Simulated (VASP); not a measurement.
# LiH in VASP: further runs

Aim: see how the results for LiH move with the level of theory and the settings. Levels: PBE, PBEsol, PBEsol+D3(BJ). Tasks: single point.

All numbers are computed with VASP 6.6.1; they aren't measurements. Logs are shortened: lines on timing, memory, paths and dates and some standing lists are left out, and cuts for length are marked.

## 1. The cell of the first run

The structure is cubic, space group Fm-3m (No. 225). Conventional cell: a = 4.127 Å, b = 4.127 Å, c = 4.127 Å, α = 90.00°, β = 90.00°, γ = 90.00°. Within 2.7 Å of Li (site symmetry m-3m) lie 6 H at 2.06 Å. H (site symmetry m-3m) has 6 Li at 2.06 Å within 2.7 Å.

## 2. Single point, PBE (volume scaled by 1.04)

The input, INCAR:

```
PREC = Accurate ; ENCUT = 520
EDIFF = 1E-6 ; ISMEAR = -1
SIGMA = 0.05 ; LREAL = F
LASPH = T ; NELM = 80
ALGO = Normal ; ISIF = 2
LWAVE = F ; LCHARG = F
GGA = PE ; NBANDS = 9
```

The input, KPOINTS:

```
Automatic mesh
0
Gamma
  11 11 11
```

The input, POSCAR:

```
LiH
1.0
    0.0000000000      2.0635524157      2.0635524157
    2.0635524157      0.0000000000      2.0635524157
    2.0635524157      2.0635524157      0.0000000000
Li H
1 1
Direct
    0.0000000000      0.0000000000      0.0000000000
    0.5000000000      0.5000000000      0.5000000000
```

Potentials or basis: VASP PAW PBE potentials, release 64 (Li_sv, H).

Run with:

```
cat potpaw_PBE.64/Li_sv/POTCAR potpaw_PBE.64/H/POTCAR > POTCAR
mpirun -np 1 vasp_std > vasp.out
```

OUTCAR:

```text
PREC = Accurate
   ENCUT = 520
   EDIFF = 1E-6
   ISMEAR = -1
   LREAL = F
   LASPH = T
   NELM = 80
   ISIF = 2
   GGA = PE

 ion  position               nearest neighbor table
   1  0.000  0.000  0.000-
   2  0.500  0.500  0.500-

  LATTYP: Found a face centered cubic cell.
 ALAT       =     4.1271048314

  Lattice vectors:

 A1 = (   0.0000000000,   2.0635524157,   2.0635524157)
 A2 = (   2.0635524157,   0.0000000000,   2.0635524157)
 A3 = (   2.0635524157,   2.0635524157,   0.0000000000)

Analysis of symmetry for initial positions (statically):
=====================================================================
 Subroutine PRICEL returns:
 Original cell was already a primitive cell.

 Routine SETGRP: Setting up the symmetry group for a
 face centered cubic supercell.

 Subroutine GETGRP returns: Found 48 space group operations
 (whereof 48 operations were pure point group operations)
 out of a pool of 48 trial point group operations.

The static configuration has the point symmetry O_h .

Analysis of symmetry for dynamics (positions and initial velocities):
=====================================================================
 Subroutine PRICEL returns:
 Original cell was already a primitive cell.

 Routine SETGRP: Setting up the symmetry group for a
 face centered cubic supercell.

 Subroutine GETGRP returns: Found 48 space group operations
 (whereof 48 operations were pure point group operations)
 out of a pool of 48 trial point group operations.

The dynamic configuration has the point symmetry O_h .

 Subroutine INISYM returns: Found 48 space group operations
 (whereof 48 operations are pure point group operations),
 and found     1 'primitive' translations

----------------------------------------------------------------------------------------

                                     Primitive cell

  volume of cell :      17.5742

  direct lattice vectors                    reciprocal lattice vectors
     0.000000000  2.063552416  2.063552416    -0.242300606  0.242300606  0.242300606
     2.063552416  0.000000000  2.063552416     0.242300606 -0.242300606  0.242300606
     2.063552416  2.063552416  0.000000000     0.242300606  0.242300606 -0.242300606

  length of vectors
     2.918303813  2.918303813  2.918303813     0.419676960  0.419676960  0.419676960

  position of ions in fractional coordinates (direct lattice)
     0.000000000  0.000000000  0.000000000
     0.500000000  0.500000000  0.500000000

  ion indices of the primitive-cell ions
   primitive index   ion index
                 1           1
                 2           2

----------------------------------------------------------------------------------------

 KPOINTS: Automatic mesh

Automatic generation of k-mesh.
 Grid dimensions read from file:
 generate k-points for:   11   11   11

 Generating k-lattice:

  Cartesian coordinates                     Fractional coordinates (reciprocal lattice)
    -0.022027328  0.022027328  0.022027328     0.090909091  0.000000000  0.000000000
     0.022027328 -0.022027328  0.022027328     0.000000000  0.090909091  0.000000000
     0.022027328  0.022027328 -0.022027328     0.000000000  0.000000000  0.090909091

  Length of vectors
     0.038152451  0.038152451  0.038152451

  Shift w.r.t. Gamma in fractional coordinates (k-lattice)
     0.000000000  0.000000000  0.000000000

 Subroutine IBZKPT returns following result:
 ===========================================

 Found     56 irreducible k-points:

 Following reciprocal coordinates:
            Coordinates               Weight
  0.000000  0.000000  0.000000      1.000000
  0.090909  0.000000  0.000000      8.000000
  0.181818  0.000000  0.000000      8.000000
  0.272727  0.000000  0.000000      8.000000
  0.363636  0.000000  0.000000      8.000000
  0.454545  0.000000  0.000000      8.000000
[... 16 lines left out ...]
 -0.272727  0.181818  0.000000     24.000000
 -0.181818  0.181818  0.000000     12.000000
 [... further k-points ...]
   k-points           NKPTS =     56   k-points in BZ     NKDIM =     56   number of bands    NBANDS=      9
   number of dos      NEDOS =    301   number of ions     NIONS =      2
   total plane-waves  NPLWV =  13824
   dimension x,y,z NGX =    24 NGY =   24 NGZ =   24
   dimension x,y,z NGXF=    48 NGYF=   48 NGZF=   48
   ions per type =               1   1
   NGX,Y,Z   is equivalent  to a cutoff of  13.67, 13.67, 13.67 a.u.
   NGXF,Y,Z  is equivalent  to a cutoff of  27.34, 27.34, 27.34 a.u.
 SYSTEM =  unknown system
   PREC   = accura    normal or accurate (medium, high low for compatibility)
   ISTART =      0    job   : 0-new  1-cont  2-samecut
   ICHARG =      2    charge: 1-file 2-atom 10-const
   ISPIN  =      1    spin polarized calculation?
   LNONCOLLINEAR =      F non collinear calculations
   LSORBIT =      F    spin-orbit coupling
   LASPH  =      T    aspherical Exc in radial PAW
   ENCUT  =  520.0 eV  38.22 Ry    6.18 a.u.   5.43  5.43  5.43*2*pi/ulx,y,z
   NELM   =     80;   NELMIN=  2; NELMDL= -5     # of ELM steps
   EDIFF  = 0.1E-05   stopping-criterion for ELM
   LREAL  =      F    real-space projection
   EDIFFG = 0.1E-04   stopping-criterion for IOM
   NSW    =      0    number of steps for IOM
   IBRION =     -1    ionic relax: 0-MD 1-quasi-New 2-CG
   NFREE  =      0    steps in history (QN), initial steepest desc. (CG)
   ISIF   =      2    stress and relaxation
   ISYM   =      2    0-nonsym 1-usesym 2-fastsym
   POTIM  = 0.5000    time-step for ionic-motion
   TEBEG  =    0.0;   TEEND  =   0.0 temperature during run
   PSTRESS=    0.0 pullay stress
   NELECT =       4.0000    total number of electrons
   NUPDOWN=      -1.0000    fix difference up-down
   EMIN   =  10.00;   EMAX   =-10.00  energy-range for DOS
   EFERMI =   0.00;   METHOD = LEGACY
   ISMEAR =    -1;   SIGMA  =   0.05  broadening in eV -4-tet -1-fermi 0-gaus
   EFERMI_NEDOS =   21; number of points for ismear=-14 and -15
   IALGO  =     38    algorithm
   IMIX   =      4    mixing-type and parameters
     AMIX     =   0.40;   BMIX     =  1.00
     AMIX_MAG =   1.60;   BMIX_MAG =  1.00
  volume/ion in A,a.u.               =       8.79        59.30
  Fermi-wavevector in a.u.,A,eV,Ry     =   0.999546  1.888867 13.593467  0.999092
  Thomas-Fermi vector in A             =   2.131843
   LORBIT       =      0    0 simple, 1 ext, 2 COOP (PROOUT), +10 PAW based schemes
   GGA     = PE    functional components
   LHFCALC =     F    Hartree Fock is set to
   AEXX    =    0.0000 exact exchange contribution
   IVDW    =     0    specifies the selected vdW correction
   LEPSILON=     F    determine dielectric tensor
   LRPA    =     F    only Hartree local field effects (RPA)
 non-spin polarized calculation
  energy-cutoff  :      520.00
  volume of cell :       17.57
 maximum number of plane-waves:       495
 NGX is ok and might be reduce to    24

 number of electron       4.0000007 magnetization

 Free energy of the ion-electron system (eV)
  ---------------------------------------------------
  ext. energy  EPLUGINS =         0.00000000
  ---------------------------------------------------
  free energy    TOTEN  =        -6.11342092 eV

  energy without entropy =       -6.11342092  energy(sigma->0) =       -6.11342092

 E-fermi :   0.8581     XC(G=0):  -8.2343

 val. band max:       -0.3351134477   @ k =  -0.4545   0.4545   0.0000
 cond. band min:       2.8807440069   @ k =  -0.4545   0.4545   0.0000
 fundamental gap:      3.2158574546
 Fermi energy:         0.8580708462

 k-point     1 :       0.0000    0.0000    0.0000
  band No.  band energies     occupation
      1     -44.6854      2.00000
      2      -5.4026      2.00000
      3      14.6943      0.00000
      4      16.7198      0.00000
      5      16.7198      0.00000
      6      16.7198      0.00000
      7      21.2783      0.00000
      8      21.2783      0.00000
      9      21.2783      0.00000

 k-point     2 :       0.0909    0.0000    0.0000
  band No.  band energies     occupation
      1     -44.6829      2.00000
      2      -5.2632      2.00000
      3      13.6603      0.00000
      4      15.8276      0.00000
      5      16.4156      0.00000
      6      16.4157      0.00000
      7      20.7082      0.00000
      8      21.9372      0.00000
      9      21.9372      0.00000

 k-point     3 :       0.1818    0.0000    0.0000
  band No.  band energies     occupation
      1     -44.6758      2.00000
      2      -4.8471      2.00000
      3      11.0604      0.00000
      4      14.6600      0.00000
      5      15.8779      0.00000
      6      15.8780      0.00000
      7      21.2743      0.00000
      8      22.1755      0.00000
      9      22.1755      0.00000

 k-point     4 :       0.2727    0.0000    0.0000
  band No.  band energies     occupation
      1     -44.6666      2.00000
      2      -4.1923      2.00000
      3       8.2969      0.00000
      4      13.7136      0.00000
      5      15.4925      0.00000
      6      15.4925      0.00000
      7      20.3770      0.00000
      8      20.3770      0.00000
      9      22.4643      0.00000
[... 205 lines left out ...]
 k-point    22 :      -0.3636    0.1818    0.0000
  band No.  band energies     occupation
      1     -44.6501      2.00000
      2      -2.3782      2.00000
      3       5.1642      0.00000
      4       8.9680      0.00000
      5      13.8304      0.00000
      6      14.5976      0.00000
      7      21.0808      0.00000
      8      23.4507      0.00000
      9      25.3817      0.00000

 k-point    23 :      -0.2727    0.1818    0.0000
  band No.  band energies     occupation
      1     -44.6558      2.00000
      2      -3.1511      2.00000
      3       6.9877      0.00000
      4       9.0844      0.00000
      5      14.7081      0.00000
      6      15.0728      0.00000
      7      20.6172      0.00000
      8      23.3684      0.00000
      9      24.5214      0.00000

 k-point    24 :      -0.1818    0.1818    0.0000
  band No.  band energies     occupation
      1     -44.6635      2.00000
      2      -3.9354      2.00000
      3       9.3852      0.00000
      4       9.6604      0.00000
      5      15.0163      0.00000
      6      16.4866      0.00000
      7      20.2043      0.00000
      8      22.0087      0.00000
      9      23.6099      0.00000

 [... further k-points ...]

------------------------ aborting loop because EDIFF is reached ----------------------------------------

  FORCE on cell =-STRESS in cart. coord.  units (eV):
  Direction    XX          YY          ZZ          XY          YZ          ZX
  --------------------------------------------------------------------------------------
  -------------------------------------------------------------------------------------
  Total       -0.3261315     -0.3261315     -0.3261315      0.0000000      0.0000000      0.0000000
  in kB      -29.7321884    -29.7321884    -29.7321884      0.0000000      0.0000000      0.0000000
  external PRESSURE =     -29.7321884 kB  Pullay stress =       0.0000000 kB

 VOLUME and BASIS-vectors are now :
 -----------------------------------------------------------------------------
  energy-cutoff  :      520.00
  volume of cell :       17.57
      direct lattice vectors                 reciprocal lattice vectors
     0.000000000  2.063552416  2.063552416    -0.242300606  0.242300606  0.242300606
     2.063552416  0.000000000  2.063552416     0.242300606 -0.242300606  0.242300606
     2.063552416  2.063552416  0.000000000     0.242300606  0.242300606 -0.242300606

 POSITION                                       TOTAL-FORCE (eV/Angst)
 -----------------------------------------------------------------------------------
      0.00000      0.00000      0.00000         0.000000     -0.000000      0.000000
      2.06355      2.06355      2.06355        -0.000000      0.000000     -0.000000
 -----------------------------------------------------------------------------------
    total drift:                                0.000000     -0.000000     -0.000000

  FREE ENERGIE OF THE ION-ELECTRON SYSTEM (eV)
  ---------------------------------------------------
  free  energy   TOTEN  =        -6.1134209237 eV

  energy  without entropy=       -6.1134209237  energy(sigma->0) =       -6.11342092
```

It took 13 s on 1 thread of Intel Xeon 6975P-C, shared host; peak memory 0.13 GiB.

What came out:

| Quantity | Value |
| --- | --- |
| Free energy | -6.1134 eV |
| Band gap on the k mesh | 3.22 eV, direct |

Caveat: the cell differs from its parent crystal (volume scaled by 1.04); the cutoff is under 1.25 times the usual one of these potentials, so pressure, stress and relaxed cells hold a basis-set (Pulay) error. A k mesh can miss the band edges.

## 3. Single point, PBE (atoms moved at random)

The input, INCAR:

```
SYSTEM = LiH
  PREC = Accurate
  ENCUT = 520
  EDIFF = 1E-6
  ISMEAR = -1
  SIGMA = 0.05
  LREAL = .False.
  LASPH = .True.
  NELM = 100
  ALGO = Normal
  ISIF = 2
  LWAVE = .False.
  LCHARG = .False.
  GGA = PE
  NBANDS = 9
```

The input, KPOINTS:

```
Automatic mesh
0
Gamma
  11 11 11
  0 0 0
```

The input, POSCAR:

```
LiH
1.0
    0.0000000000      2.0367500000      2.0367500000
    2.0367500000      0.0000000000      2.0367500000
    2.0367500000      2.0367500000      0.0000000000
Li H
1 1
Direct
    0.0122290000     -0.0038920000      0.0003880000
    0.4966860000      0.4981150000      0.5046530000
```

Potentials or basis: VASP PAW PBE potentials, release 64 (Li_sv, H).

Run with:

```
cat potpaw_PBE.64/Li_sv/POTCAR potpaw_PBE.64/H/POTCAR > POTCAR
mpirun -np 1 vasp_std > vasp.out
```

Wall time 99 s (1 thread of Intel Xeon 6975P-C, shared host); peak memory 0.21 GiB.

It converged, with:

* Free energy: -6.1221 eV
* Largest force: 0.035 eV/Å
* Band gap on the k mesh: 3.20 eV, direct

Forces on the atoms (eV/Å):
```
Li   0.012 -0.021 -0.025
H   -0.012  0.021  0.025
```

Levels at points of the mesh, in eV from the valence-band top:
```csv
k point,band 1,band 2,band 3,band 4,band 5,band 6
"(0.00, 0.00, 0.00)",-44.30,-5.21,15.48,17.44,17.45,17.49
```

Caveat: the cell differs from its parent crystal (atoms moved at random); the cutoff is under 1.25 times the usual one of these potentials, so pressure, stress and relaxed cells hold a basis-set (Pulay) error.

## 4. Single point, PBEsol

This run uses another cell than the first one, of 8.45 Å³/atom, 0.962 times its volume.

The input, INCAR:

```
PREC     = Accurate       # precision mode
ENCUT    = 520            # plane-wave cutoff, eV
EDIFF    = 1E-6           # SCF threshold, eV
ISMEAR   = -1             # smearing method
SIGMA    = 0.05           # smearing width, eV
LREAL    = False          # projectors in reciprocal space
LASPH    = True           # aspherical terms in the spheres
NELM     = 100            # most SCF steps
ALGO     = Normal         # electronic algorithm
ISIF     = 2              # what is computed and relaxed
LWAVE    = False          # write WAVECAR
LCHARG   = False          # write CHGCAR
GGA      = PS             # functional
NBANDS   = 9              # bands
```

The input, KPOINTS:

```
regular mesh
0
Gamma
  9 9 9
```

The input, POSCAR:

```
LiH
1.0
    0.0000000000      2.0367500000      2.0367500000
    2.0367500000      0.0000000000      2.0367500000
    2.0367500000      2.0367500000      0.0000000000
Li H
1 1
Direct
    0.0000000000      0.0000000000      0.0000000000
    0.5000000000      0.5000000000      0.5000000000
```

Run with:

```
cat potpaw_PBE.64/Li_sv/POTCAR potpaw_PBE.64/H/POTCAR > POTCAR
mpirun -np 1 vasp_std > vasp.out
```

Wall time 6.7 s (1 thread of Intel Xeon 8259CL, shared host); peak memory 0.13 GiB.

The run converged. Its results:

```yaml
Free_energy: -6.1126 eV
Band_gap_on_the_k_mesh: 3.07 eV, direct
```

Levels at points of the mesh, in eV from the valence-band top:
| k point | band 1 | band 2 | band 3 | band 4 | band 5 | band 6 |
| --- | --- | --- | --- | --- | --- | --- |
| (0.00, 0.00, 0.00) | -43.68 | -5.30 | 15.55 | 17.32 | 17.32 | 17.32 |

Caveat: the cutoff is under 1.25 times the usual one of these potentials, so pressure, stress and relaxed cells hold a basis-set (Pulay) error; the PAW data sets were made with another functional, which shifts forces and pressure a little. A k mesh can miss the band edges.

## 5. Single point, PBEsol+D3(BJ)

This run uses another cell than the first one, of 7.28 Å³/atom, 0.829 times its volume.

The input, INCAR:

```
PREC = Accurate ; ENCUT = 520
EDIFF = 1E-7 ; ISMEAR = -1
SIGMA = 0.05 ; LREAL = F
LASPH = T ; NELM = 100
ALGO = Normal ; ISIF = 2
LWAVE = F ; LCHARG = T
GGA = PS ; IVDW = 12
LELF = T ; LVHAR = T
NBANDS = 9
```

The input, KPOINTS:

```
Automatic mesh
0
Gamma
  11 11 11
```

The input, POSCAR:

```
LiH
1.0
    0.0000000000      1.9382785717      1.9382785717
    1.9382785717      0.0000000000      1.9382785717
    1.9382785717      1.9382785717      0.0000000000
Li H
1 1
Direct
    0.0000000000      0.0000000000      0.0000000000
    0.5000000000      0.5000000000      0.5000000000
```

Run with:

```
cat potpaw_PBE.64/Li_sv/POTCAR potpaw_PBE.64/H/POTCAR > POTCAR
mpirun -np 1 vasp_std > vasp.out
```

It took 11 s on 1 thread of Intel Xeon 8259CL, shared host; peak memory 0.14 GiB.

Results (log left out):

* Free energy: -6.4062 eV
* Band gap on the k mesh: 2.87 eV, direct
* Dispersion energy per atom: -0.149 eV

Levels at points of the mesh, in eV from the valence-band top:
```csv
k point,band 1,band 2,band 3,band 4,band 5,band 6
"(0.00, 0.00, 0.00)",-43.58,-5.88,17.51,18.81,18.81,18.81
```

Caveat: the cutoff is under 1.25 times the usual one of these potentials, so pressure, stress and relaxed cells hold a basis-set (Pulay) error; the PAW data sets were made with another functional, which shifts forces and pressure a little.

## 6. The runs side by side

```csv
level,cell,k mesh,gap on the mesh (eV)
PBE,"a = 2.918 Å, angles 60.0°, 2 atoms",11 × 11 × 11,3.22
PBE,"a = 2.880 Å, angles 60.0°, 2 atoms",11 × 11 × 11,3.20
PBEsol,"a = 2.880 Å, angles 60.0°, 2 atoms",9 × 9 × 9,3.07
PBEsol+D3(BJ),"a = 2.741 Å, angles 60.0°, 2 atoms",11 × 11 × 11,2.87
```

Some of these runs hold the atoms at other places in the same cell, which the table doesn't show; runs alike in all that it shows share one row.

Alike in all rows: task single point; potentials or basis VASP PAW PBE potentials, release 64 (Li_sv, H); no spin polarisation; cutoff (eV) 520; smearing fermi-dirac 0.05 eV.

Caveats: the cutoff is under 1.25 times the usual one of these potentials, so pressure, stress and relaxed cells hold a basis-set (Pulay) error; the PAW data sets were made with another functional, which shifts forces and pressure a little (some runs).

Absolute energies hang on the potentials; compare differences alone.
